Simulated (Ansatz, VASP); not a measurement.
## CoO: VASP beside Ansatz

The input INCAR:

```
SYSTEM = CoO
ALGO     = Normal         ! electronic algorithm
EDIFF    = 1E-6           ! SCF threshold, eV
ENCUT    = 520            ! plane-wave cutoff, eV
GGA      = PS             ! functional
ISIF     = 2              ! what is computed and relaxed
ISMEAR   = -1             ! smearing method
ISPIN    = 2              ! spin polarisation
LASPH    = .True.         ! aspherical terms in the spheres
LCHARG   = .True.         ! write CHGCAR
LDAU     = .True.         ! DFT+U
LDAUJ    = 0 0          
LDAUL    = 2 -1           ! shell
LDAUPRINT= 1            
LDAUTYPE = 2            
LDAUU    = 8 0            ! U, eV
LELF     = .True.         ! ELF
LMAXMIX  = 4              ! l up to which the mixer works
LORBIT   = 11             ! projections on sites
LREAL    = .False.        ! projectors in reciprocal space
LVHAR    = .True.       
LWAVE    = .False.        ! write WAVECAR
MAGMOM   = 2 0            ! initial moments
NBANDS   = 18             ! bands
NELM     = 150            ! most SCF steps
PREC     = Accurate       ! precision mode
SIGMA    = 0.05           ! smearing width, eV
```

Contents of KPOINTS:

```
k-points
0
Gamma
  10 10 10
  0 0 0
```

Contents of POSCAR:

```
CoO
1.0
    1.6022198417      0.9250420569      2.5664708903
   -1.6022198417      0.9250420569      2.5664708903
    0.0000000000     -1.8500841138      2.5664708903
Co O
1 1
Direct
    0.9989783200      0.9989783200      0.9989783200
    0.7510210300      0.7510210300      0.7510210300
```

File input.yaml:

```yaml
crystal:
  lattice:
    - [1.6022198417, 0.9250420569, 2.5664708903]
    - [-1.6022198417, 0.9250420569, 2.5664708903]
    - [0.0, -1.8500841138, 2.5664708903]
  atoms:
    - { symbol: Co, position: [0.99897832, 0.99897832, 0.99897832], spin: 2.0 }
    - { symbol: O, position: [0.75102103, 0.75102103, 0.75102103] }
hamiltonian:
  xc: pbesol
  pseudopotentials: { kind: paw }
  hubbard: { sites: [{ species: Co, l: d, u_eff: 8.0 }] }
magnetization:
  spin_polarized: true
kpoints:
  mp_grid: { grid: [10, 10, 10] }
scf:
  occupations: { method: fermi_dirac, width: 0.05 }
  n_extra_bands: 6
output:
  forces: true
  stress: true
  eigenvalues: true
  dos: { projected: true, de: 0.05, nscf_kmesh: { grid: [15, 15, 15] } }
  write_density: true
  write_potential: true
  elf: true
  volumetric_format: npy
```

Alike in both runs: functional PBEsol; k mesh 10 × 10 × 10; occupations fermi-dirac, width 0.05 eV; collinear spin; Hubbard terms Co d U = 8.0 eV.

|  | VASP | Ansatz |
| --- | --- | --- |
| version | VASP 6.6.1 | Ansatz 0.2.0 |
| potentials or method | VASP PAW PBE potentials, release 64 (Co, O) | Ansatz PAW |
| plane-wave cutoff (eV) | 520 | 420 |
| valence electrons in the cell | 15 | 23 |
| task | single point | projected density of states |

Ansatz gave:

| Quantity | Value |
| --- | --- |
| gap on the k mesh at the Fermi level (eV) | 0.71 |
| least direct gap on the mesh (eV) | 0.71 |
| pressure (GPa) | 14.0 |
| traceless stress, the component that is largest in VASP (GPa) | 5.68 |
| rms of the force components (eV/Å) | 0.293 |
| net moment per atom (μB) | 1.50 |
| size of the moment on the site where the two differ most (μB) | 2.50 |

Task: Which values does VASP return?

Result: gap on the k mesh at the Fermi level (eV): 1.24; least direct gap on the mesh (eV): 1.24; pressure (GPa): 5.7; traceless stress, the component that is largest in VASP (GPa): 4.92; rms of the force components (eV/Å): 0.244; net moment per atom (μB): 1.50; size of the moment on the site where the two differ most (μB): 2.88.

VASP's potentials were made for PBE, not for PBEsol. Site moments also hang on the region over which each program counts them. The programs project onto different local orbitals, so the same U acts differently, and such runs can settle in different states. Atom by atom the forces differ by 0.049 eV/Å (rms over components). VASP's potentials hold 15 valence electrons a cell and Ansatz's 23, so a difference there can come from the potentials and not from the codes.

Noted on Ansatz's run: the magnetic or orbital state may not be the lowest.
